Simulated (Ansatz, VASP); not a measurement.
One calculation of K, two programs

The input POSCAR:

```
K
1.0
    4.3104390000      0.0000000000      0.0000000000
    0.0000000000      4.3104390000      0.0000000000
    0.0000000000      0.0000000000      4.3104390000
K
1
Direct
    0.0000000000      0.0000000000      0.0000000000
```

Contents of INCAR.step1:

```
ALGO = Normal ; EDIFF = 1E-4
ENCUT = 520 ; GGA = PE
ISMEAR = 1 ; LASPH = True
LCHARG = False ; LREAL = False
LWAVE = True ; NBANDS = 10
NELM = 100 ; PREC = Accurate
SIGMA = 0.1
```

The input INCAR.step2:

```
ALGO = Normal ; EDIFF = 1E-7
ENCUT = 520 ; ISIF = 2
ISMEAR = 1 ; ISTART = 1
LASPH = True ; LCHARG = False
LMIXTAU = True ; LREAL = False
LWAVE = False ; METAGGA = R2SCAN
NBANDS = 10 ; NELM = 100
PREC = Accurate ; SIGMA = 0.1
```

File KPOINTS:

```
k-points
0
Gamma
  7 7 7
```

Input for Ansatz:

```yaml
crystal:
  lattice:
    - [4.310439, 0.0, 0.0]
    - [0.0, 4.310439, 0.0]
    - [0.0, 0.0, 4.310439]
  atoms:
    - { symbol: K, position: [0.0, 0.0, 0.0] }
basis:
  ecutwfc: 530.0
kpoints:
  mp_grid:
    grid: [7, 7, 7]
hamiltonian:
  xc: r2scan
scf:
  occupations:
    method: methfessel_paxton
    width: 0.1
output:
  stress: true
```

Alike in both runs: task single point; functional r2SCAN; k mesh 7 × 7 × 7; occupations methfessel-paxton of order 1, width 0.1 eV; no spin polarisation.

|  | VASP | Ansatz |
| --- | --- | --- |
| version | VASP 6.6.1 | Ansatz 0.2.0 |
| potentials or method | VASP PAW PBE potentials, release 64 (K_sv), cutoff 520 eV | plane waves, PAW |
| valence electrons in the cell | 9 | 9 |

|  | VASP | Ansatz | Ansatz less VASP |
| --- | --- | --- | --- |
| pressure (GPa) | 0.0 | 0.0 | +0.02 |

VASP's potentials were made for PBE, not for r2SCAN.
